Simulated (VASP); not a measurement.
FeO (Wuestite), 2 atoms in the cell. Symmetry: I4/mmm, No. 139, tetragonal system. The conventional cell has a = 3.018 Å, b = 3.018 Å, c = 4.311 Å, α = 90.00°, β = 90.00°, γ = 90.00°. Fe (site symmetry 4/mmm) has 6 O at 2.13 to 2.16 Å within 2.8 Å. Within 2.8 Å of O (site symmetry 4/mmm) lie 6 Fe at 2.13 to 2.16 Å. 

```yaml
Program: VASP 6.6.1
Task: single point
Functional: PBEsol
Potentials_or_basis: VASP PAW PBE potentials, release 64 (Fe, O)
Cutoff: 520 eV
k_mesh: 9 × 9 × 9
Occupations: fermi-dirac, width 0.05 eV
Spin: collinear spin, ferromagnetic start
Starting_moments: "[3.0, 0.0] μB"
Dipole_correction: no
Further_INCAR_settings: ALGO = Normal; EDIFF = 1e-07; NBANDS = 18
```

Potentials or basis: VASP PAW PBE potentials, release 64 (Fe, O).

Command:

```console
$ cat potpaw_PBE.64/Fe/POTCAR potpaw_PBE.64/O/POTCAR > POTCAR
$ mpirun -np 1 vasp_std > vasp.out
```

Hardware: 1 thread of AMD EPYC 9R14 (Zen 4), with other jobs on the host.

Estimate the wall time of this run.

Wall time 43 s on 1 thread of AMD EPYC 9R14 (Zen 4), with other jobs on the host, peak memory 0.15 GiB. Counts: scf iterations 16, k points 75.
